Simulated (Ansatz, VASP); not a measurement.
Ir: VASP beside Ansatz

```
CELL_PARAMETERS angstrom
0.00000 1.90915 1.90915
1.90915 0.00000 1.90915
1.90915 1.90915 0.00000
ATOMIC_POSITIONS crystal
Ir 0.00000 0.00000 0.00000
```

Alike in both runs: task single point; functional r2SCAN; k mesh 20 × 20 × 20; occupations gaussian, width 0.05 eV; no spin polarisation.

```csv
,VASP,Ansatz
version,VASP 6.6.1,Ansatz 0.2.0
potentials or method,"VASP PAW PBE potentials, release 64 (Ir_sv_GW), cutoff 550 eV","scalar-relativistic, plane waves, PAW"
valence electrons in the cell,17,17
```

|  | VASP | Ansatz | Ansatz less VASP |
| --- | --- | --- | --- |
| gap on the k mesh at the Fermi level (eV) | none | none | - |
| pressure (GPa) | 5.7 | 7.9 | +2.20 |

VASP's potentials were made for PBE, not for r2SCAN. A gap of «none» marks a metal or a gap that the smearing closes.

Spin-orbit coupling is off throughout.
